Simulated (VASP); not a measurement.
Mg3CdS4: single point with PBE

The system is Mg3CdS4.

```
Mg Cd S
1.0
     3.75228    0.00000    0.00000
     0.00000    3.75228    0.00000
     0.00000    0.00000   10.63238
Mg Cd S
3 1 4
Cartesian
  0.0000 0.0000 7.9276
  0.0000 0.0000 2.7048
  1.8761 1.8761 5.3162
  1.8761 1.8761 0.0000
  0.0000 0.0000 0.0000
  1.8761 1.8761 2.7308
  0.0000 0.0000 5.3162
  1.8761 1.8761 7.9016
```

```yaml
Program: VASP 6.6.1
Task: single point
Functional: PBE
Potentials_or_basis: VASP PAW PBE potentials, release 64 (Mg, Cd, S)
Cutoff: 520 eV
k_mesh: 4 × 4 × 2
Occupations: gaussian, width 0.1 eV
Spin: no spin polarisation
```

- Pressure: 0.1 GPa
- Largest force: 0.023 eV/Å
- Band gap on the k mesh: 1.02 eV (least direct gap 1.84 eV)

Forces on the atoms (eV/Å):
```
Mg   0.000  0.000  0.000
Mg   0.000  0.000  0.000
Mg   0.000  0.000  0.000
Cd   0.000  0.000  0.000
S    0.000  0.000  0.000
S    0.000  0.000  0.023
S    0.000  0.000  0.000
S    0.000  0.000 -0.023
```

Stress tensor (GPa, compression positive):
```
 0.25  0.00  0.00
 0.00  0.25  0.00
 0.00  0.00 -0.33
```

Levels at points of the mesh, in eV from the valence-band top:
```tsv
k point	band 17	band 18	band 19	band 20	band 21	band 22	band 23	band 24	band 25	band 26
(0.00, 0.00, 0.00)	-1.35	-1.35	-0.57	-0.54	-0.54	1.30	2.54	4.11	4.20	4.28
(0.50, 0.00, 0.00)	-1.03	-1.00	-0.98	-0.51	0.00	3.80	3.86	4.92	4.97	6.11
(0.50, 0.50, 0.00)	-2.74	-2.15	-2.11	-2.11	-2.10	1.02	2.12	4.39	4.46	4.48
(0.00, 0.00, 0.50)	-1.53	-1.01	-1.01	-0.67	-0.67	1.68	2.78	3.60	3.99	4.34
(0.50, 0.00, 0.50)	-1.23	-1.07	-1.02	-0.98	0.00	4.37	4.59	4.72	4.81	5.55
(0.50, 0.50, 0.50)	-2.53	-2.46	-2.44	-2.40	-2.40	1.65	3.08	3.10	3.31	5.09
```

Run time: 29 s on 1 thread of Intel(R) Xeon(R) 6975P-C (Granite Rapids), with other jobs on the host, peak memory 0.25 GiB.

A k mesh can miss the band edges.
